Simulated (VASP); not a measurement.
FeO (Wuestite): single point with PBEsol

**What was measured.**

“W\"ustite: Electric, thermodynamic and optical properties of FeO”, 2012, arxiv:1203.1201 quotes, for a bulk crystal of FeO: band gap 2.4 eV (optical).

Crystal: FeO (Wuestite).

```xyz
2
Lattice="0.0000 2.1228 2.1228 2.1228 0.0000 2.1228 2.1228 2.1228 0.0000" Properties=species:S:1:pos:R:3 pbc="T T T"
Fe    0.0000    0.0000    0.0000
O     2.1228    2.1228    2.1228
```

- Program: VASP 6.6.1
- Task: single point
- Functional: PBEsol
- Potentials or basis: VASP PAW PBE potentials, release 64 (Fe, O)
- Cutoff: 520 eV
- k mesh: 11 × 11 × 11
- Occupations: fermi-dirac, width 0.05 eV
- Spin: collinear spin, ferromagnetic start
- Starting moments: [3.0, 0.0] μB

```
Pressure                                              : 0.5 GPa
Band gap on the k mesh                                : zero (filled and empty bands overlap)
Net moment                                            : 4.00 μB per cell
Site moments                                          : Fe +3.60; O +0.31 μB
Valence electrons inside the program's atomic spheres : Fe 6.82; O 4.99
```

Levels at points of the mesh, in eV from the Fermi level:
Spin up:
```csv
k point,band 7,band 8,band 9,band 10,band 11,band 12
"(0.00, 0.00, 0.00)",-3.93,-3.67,-3.67,0.26,15.40,17.26
```
Spin down:
```tsv
k point	band 2	band 3	band 4	band 5	band 6	band 7	band 8	band 9
(0.00, 0.00, 0.00)	-3.38	-3.38	-3.38	-0.81	-0.81	-0.81	0.10	0.10
```

It took 2.3 min on 1 thread of AMD EPYC 7R13, with other jobs on the host, peak memory 0.14 GiB.

Against the measured gap of FeO, 2.4 eV (optical; quoted in “W\"ustite: Electric, thermodynamic and optical properties of FeO”, 2012, arxiv:1203.1201), the calculated 0.00 eV is off by -2.40 eV. So large a miss can be the level of theory's own, or it may mean another phase, state or a wrong row. The value is that of PBEsol on a finite k mesh, which can miss the band edges, without temperature or zero-point motion. Semilocal functionals fall short of measured gaps as a rule. The run's magnetic order (collinear spin, ferromagnetic start) needn't be the measured crystal's.

Caveat: the PAW data sets were made with another functional, which shifts forces and pressure a little; a cell with one magnetic atom can't hold antiferromagnetic order, which such compounds often take; semilocal functionals often make such compounds metallic where correlation or magnetic order opens a gap, which also shifts bond lengths.
